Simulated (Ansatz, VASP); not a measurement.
**AlN in VASP and in Ansatz**

```
Al N
1.0
     3.13024    0.00000   -0.09391
    -1.56512    2.71087    0.04695
    -0.15054    0.00000    5.01798
Al N
2 2
Direct
  0.33333 0.66667 0.00173
  0.66667 0.33333 0.50173
  0.33333 0.66667 0.38327
  0.66667 0.33333 0.88327
```

Change from the starting cell: strain -0.0600 x Voigt [0, 0, 0, 0, 1, 0], atoms carried along.

Alike in both runs: task single point; functional PBE; k mesh 12 × 12 × 6; occupations gaussian, width 0.05 eV; no spin polarisation.

|  | VASP | Ansatz |
| --- | --- | --- |
| version | VASP 6.6.1 | Ansatz 0.2.0 |
| potentials or method | VASP PAW PBE potentials, release 64 (Al, N), cutoff 520 eV | scalar-relativistic, plane waves, PAW |
| valence electrons in the cell | 16 | 16 |

VASP gave:

| Property | Result |
| --- | --- |
| gap on the k mesh at the Fermi level (eV) | 3.92 |
| least direct gap on the mesh (eV) | 3.92 |
| pressure (GPa) | 0.0 |
| traceless stress, the component that is largest in VASP (GPa) | 7.47 |
| rms of the force components (eV/Å) | 0.172 |

Problem. Which values does Ansatz return?

Solution. gap on the k mesh at the Fermi level (eV): 3.91; least direct gap on the mesh (eV): 3.91; pressure (GPa): 0.3; traceless stress, the component that is largest in VASP (GPa): 7.43; rms of the force components (eV/Å): 0.172.

Atom by atom the forces differ by 0.001 eV/Å (rms over components). The functional is the same, so the differences come from potentials, cutoffs and numerics.
